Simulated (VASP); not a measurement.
**Bi2Te3: electric field gradients with PBEsol**

The system is Bi2Te3.

```xyz
5
Lattice="2.1930 1.2661 10.4706 -2.1930 1.2661 10.4706 0.0000 -2.5323 10.4706" Properties=species:S:1:pos:R:3 pbc="T T T"
Bi    0.0000    0.0000   12.5648
Bi    0.0000    0.0000   18.8472
Te    0.0000    0.0000    0.0000
Te    0.0000    0.0000    6.5808
Te    0.0000    0.0000   24.8311
```

This cell differs from its parent crystal: zz strain of +3 %.

```yaml
Program: VASP 6.6.1
Task: electric field gradients
Functional: PBEsol
Potentials_or_basis: VASP PAW PBE potentials, release 64 (Bi_d, Te)
Cutoff: 520 eV
k_mesh: 7 × 7 × 7
Occupations: fermi-dirac, width 0.08 eV
Spin: no spin polarisation
Dipole_correction: no
Further_INCAR_settings: ALGO = Normal; EDIFF = 1e-08; NBANDS = 32
```

| Quantity | Value |
| --- | --- |
| Pressure | -2.1 GPa |
| Largest force | 0.354 eV/Å |
| Band gap on the k mesh | 0.33 eV |
| Largest electric field gradient by atom | Bi +41.5; Te +118.9, +31.7 (each value once) V/Å² |

Forces on the atoms (eV/Å):
```
Bi   0.000  0.000  0.115
Bi   0.000  0.000 -0.115
Te   0.000  0.000  0.000
Te   0.000  0.000  0.354
Te   0.000  0.000 -0.354
```

Stress tensor (GPa, compression positive):
```
-1.59  0.00  0.00
 0.00 -1.59  0.00
 0.00  0.00 -2.98
```

Levels at points of the mesh, in eV from the valence-band top:
| k point | band 20 | band 21 | band 22 | band 23 | band 24 | band 25 | band 26 | band 27 | band 28 | band 29 |
| --- | --- | --- | --- | --- | --- | --- | --- | --- | --- | --- |
| (0.00, 0.00, 0.00) | -1.54 | -1.54 | -0.73 | -0.73 | 0.00 | 0.33 | 0.74 | 0.74 | 1.99 | 2.04 |

Electric field gradients, principal values (V/Å²):
```csv
atom,least,middle,greatest (by size)
1 Bi,-20.755,-20.755,41.511
2 Bi,-20.755,-20.755,41.511
3 Te,-59.458,-59.458,118.915
4 Te,-15.834,-15.834,31.668
5 Te,-15.834,-15.834,31.668
```

Run time: 12 min on 1 thread of Intel(R) Xeon(R) 6975P-C (Granite Rapids), on a shared host, peak memory 1 GiB.

Caveat: the cell differs from its parent crystal (zz strain of +3 %); without QUAD_EFG the Cq values of the log hold for a quadrupole moment of 1 mb, not for the nuclei; the PAW data sets were made with another functional, which shifts forces and pressure a little; spin-orbit coupling is left out, which moves the levels of the heavy elements; an odd mesh through Γ misses points on the zone boundary, where band edges can lie.
